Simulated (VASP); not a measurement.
Runs of VASP 6.6.1 on PtSe2. The structure is that of space group P-3m1 (No. 164), or close to it. The cells are those of the table. 

```csv
cell,gap on the mesh (eV),pressure (GPa),largest force (eV/Å)
"a = 3.458, b = 3.458, c = 4.630 Å, angles 90.0, 90.0, 120.0°, 3 atoms",none,(a),(c)
"a = 3.178, b = 3.178, c = 4.630 Å, angles 90.0, 90.0, 120.0°, 3 atoms",none,119.9,(b)
"a = 4.019, b = 4.019, c = 4.630 Å, angles 90.0, 90.0, 120.0°, 3 atoms",none,-16.0,1.02
"a = 4.300, b = 4.300, c = 4.630 Å, angles 90.0, 90.0, 120.0°, 3 atoms",none,-21.5,1.36
```

Alike in all rows: task single point; level PBEsol+D3(BJ); potentials or basis VASP PAW PBE potentials, release 64 (Pt, Se); no spin polarisation; k mesh 12 × 12 × 8; cutoff (eV) 520; smearing gaussian 0.15 eV.

Question: Fill in the values left out.

Answer: (a) 38.3; (b) 7.25; (c) 2.40.

Caveats: the PAW data sets were made with another functional, which shifts forces and pressure a little; spin-orbit coupling is left out, which moves the levels of the heavy elements; pairwise dispersion overbinds metals, which lowers pressure and volume.

A k mesh can miss the band edges, and the runs leave out spin-orbit coupling on Pt, Se.

A gap of «none» marks levels without a gap at the run's occupations.
